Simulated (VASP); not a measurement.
Crystal: GaSb.

```xyz
2
Lattice="-2.7534 2.7534 1.5907 2.7534 -2.7534 1.5907 2.7534 2.7534 -1.5907" Properties=species:S:1:pos:R:3 pbc="T T T"
Ga    2.7534    0.0000    0.7954
Sb    0.0000    0.0000    0.0000
```

| Quantity | Value |
| --- | --- |
| Program | VASP 6.6.1 |
| Task | relaxation of cell and atoms |
| Functional | LDA |
| Potentials or basis | VASP PAW LDA potentials, release 64 (Ga_d, Sb) |
| Cutoff | 600 eV |
| k mesh | 16 × 16 × 16 |
| Occupations | gaussian, width 0.1 eV |
| Spin | no spin polarisation |

At the start: pressure -4.2 GPa; volume 24.12 Å³/atom.

Q: How do energy, volume and symmetry change on relaxing?

A: Over 9 steps the energy falls by 25.1 meV/atom and the volume is 22.34 Å³/atom (-7.4 %); space group I-4m2 (No. 119, to 0.05 Å).

The path:
```csv
step,energy change (eV),largest force (eV/Å),pressure (GPa),volume (Å³)
1,0.0000,0.0000,-4.21,48.24
2,-0.0471,0.0000,1.08,43.95
3,-0.0496,0.0000,-0.01,44.68
4,-0.0495,0.0000,0.15,44.61
5,-0.0499,0.0000,-0.16,44.74
6,-0.0500,0.0000,-0.16,44.78
7,-0.0500,0.0000,-0.28,44.86
8,-0.0500,0.0000,-0.24,44.82
9,-0.0502,0.0000,0.00,44.68
```

Final structure:
```
Ga Sb
1.0
    -2.69427    2.69427    1.53867
     2.69427   -2.69427    1.53867
     2.69427    2.69427   -1.53867
Ga Sb
1 1
Direct
  0.25000 0.75000 0.50000
  0.00000 0.00000 0.00000
```
